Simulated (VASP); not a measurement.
Crystal: SrCl2.

```
Sr Cl
1.0
     0.00000    3.48550    3.48550
     3.48550    0.00000    3.48550
     3.48550    3.48550    0.00000
Sr Cl
1 2
Cartesian
  0.0000 0.0000 0.0000
  1.7428 1.7428 1.7428
  5.2283 5.2283 5.2283
```

Program: VASP 6.6.1. Alike in all runs: task single point; no spin polarisation; cell as given; cutoff (eV) 500.

Order these runs on this cell by their band gap on the k mesh, lowest first.
A. level PBE+U; potentials or basis VASP PAW PBE potentials, release 64 (Sr_sv, Cl); U Cl p U = 3.5 eV; k mesh 4 × 4 × 4; smearing gaussian 0.1 eV
B. level LDA+U; potentials or basis VASP PAW LDA potentials, release 64 (Sr_sv, Cl); U Cl p U = 1.8 eV; k mesh 2 × 2 × 2; smearing methfessel-paxton 0.019 eV
C. level PBE+U; potentials or basis VASP PAW PBE potentials, release 64 (Sr_sv, Cl); U Cl p U = 1.1 eV; k mesh 1 × 5 × 1; smearing gaussian 0.1 eV

B (4.97 eV), A (5.55 eV), C (5.77 eV).

Caveats: some runs use coarse meshes.

A k mesh can miss the band edges, odd and even meshes differently.
